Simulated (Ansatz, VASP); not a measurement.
## Hf in VASP and in Ansatz

INCAR

```
SYSTEM = Hf
PREC     = Accurate       ! precision mode
ENCUT    = 600            ! plane-wave cutoff, eV
EDIFF    = 1E-6           ! SCF threshold, eV
ISMEAR   = -1             ! smearing method
SIGMA    = 0.05           ! smearing width, eV
LREAL    = .False.        ! projectors in reciprocal space
LASPH    = .True.         ! aspherical terms in the spheres
NELM     = 100            ! most SCF steps
ALGO     = Normal         ! electronic algorithm
ISIF     = 3              ! what is computed and relaxed
LWAVE    = .False.        ! write WAVECAR
LCHARG   = .False.        ! write CHGCAR
GGA      = PE             ! functional
IVDW     = 13             ! dispersion correction
IBRION   = 2              ! ionic algorithm
NSW      = 60             ! ionic steps
EDIFFG   = -0.01          ! ionic threshold
```

File KPOINTS:

```
Automatic mesh
0
Gamma
  10 10 10
  0 0 0
```

Contents of POSCAR:

```
Hf
1.0
   -1.8050000000      1.8050000000      1.8050000000
    1.8050000000     -1.8050000000      1.8050000000
    1.8050000000      1.8050000000     -1.8050000000
Hf
1
Direct
    0.0000000000      0.0000000000      0.0000000000
```

The input input.yaml:

```yaml
crystal:
  lattice:
    - [-1.805, 1.805, 1.805]
    - [1.805, -1.805, 1.805]
    - [1.805, 1.805, -1.805]
  atoms:
    - { symbol: Hf, position: [0.0, 0.0, 0.0] }
hamiltonian:
  xc: pbe
  pseudopotentials: { kind: paw }
  dispersion: d4
kpoints:
  mp_grid: { grid: [10, 10, 10] }
scf:
  occupations: { method: fermi_dirac, width: 0.05 }
output:
  forces: true
  stress: true
  eigenvalues: true
relax:
  f_tol: 0.01
  max_steps: 40
  cell: { stress_tol: 0.05 }
```

Alike in both runs: task relaxation of cell and atoms; functional PBE; dispersion D4; k mesh 10 × 10 × 10; occupations fermi-dirac, width 0.05 eV; no spin polarisation.

```csv
,VASP,Ansatz
version,VASP 6.6.1,Ansatz 0.2.0
potentials or method,"VASP PAW PBE potentials, release 64 (Hf_pv)",Ansatz PAW
plane-wave cutoff (eV),600,420
valence electrons in the cell,10,26
```

|  | VASP | Ansatz | Ansatz less VASP |
| --- | --- | --- | --- |
| gap on the k mesh at the Fermi level, each at its own relaxed structure (eV) | none | none | - |
| relaxed volume (Å³/atom) | 21.90 | 21.99 | +0.084 |
| relaxed cell length with the largest relative difference (Å) | 3.053 | 3.057 | +0.0039 |

A gap of «none» marks a metal or a gap that the smearing closes. VASP's potentials hold 10 valence electrons a cell and Ansatz's 26, so a difference there can come from the potentials and not from the codes.

Spin-orbit coupling is off throughout. Noted on Ansatz's run: the plane-wave basis is chosen anew once the cell has moved, so the energies of steps on either side of that aren't comparable.
